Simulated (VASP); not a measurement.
Crystal: ScTi2O2.

```xyz
5
Lattice="3.1000 0.0000 0.0000 -1.5500 2.6847 0.0000 0.0000 0.0000 7.4500" Properties=species:S:1:pos:R:3 pbc="T T T"
Sc    0.0000    0.0000    0.0000
Ti    0.0000    1.7898    2.5330
Ti    1.5500    0.8949    4.9170
O     0.0000    1.7898    6.2580
O     1.5500    0.8949    1.1920
```

| Property | Result |
| --- | --- |
| Program | VASP 6.6.1 |
| Task | relaxation of cell and atoms |
| Functional | PBE |
| Potentials or basis | VASP PAW PBE potentials, release 64 (Sc_sv, Ti_sv, O) |
| Cutoff | 600 eV |
| k mesh | 6 × 6 × 2 |
| Occupations | gaussian, width 0.2 eV |
| Spin | collinear spin, ferromagnetic start |
| Starting moments | [0.0, 1.0, 1.0, 0.0, 0.0] μB |

At the start: pressure -3.3 GPa; volume 12.40 Å³/atom.

Task: How do energy, volume and symmetry change on relaxing?

Result: Over 6 steps the energy falls by 23.5 meV/atom and the volume is 12.00 Å³/atom (-3.2 %); space group P-3m1 (No. 164, to 0.05 Å); moment 0.00 μB per cell.

Step by step:
```csv
step,energy change (eV),largest force (eV/Å),pressure (GPa),volume (Å³)
1,0.0000,0.5277,-3.26,62.00
2,-0.0822,0.4716,1.96,59.75
3,-0.0843,0.4610,3.22,59.30
4,-0.1139,0.0461,-0.76,60.26
5,-0.1148,0.1025,-0.21,60.12
6,-0.1175,0.0356,-0.04,60.02
```

Final structure:
```xyz
5
Lattice="3.0258 0.0000 0.0000 -1.5129 2.6204 0.0000 0.0000 0.0000 7.5699" Properties=species:S:1:pos:R:3 pbc="T T T"
Sc    0.0000    0.0000    0.0000
Ti    0.0000    1.7470    2.6254
Ti    1.5129    0.8735    4.9445
O     0.0000    1.7470    6.2893
O     1.5129    0.8735    1.2805
```

Caveat: the k points lie up to 0.42 Å⁻¹ apart in the final cell; the relaxation stopped at a loose force limit of 0.08 eV/Å, so its end isn't a converged minimum.
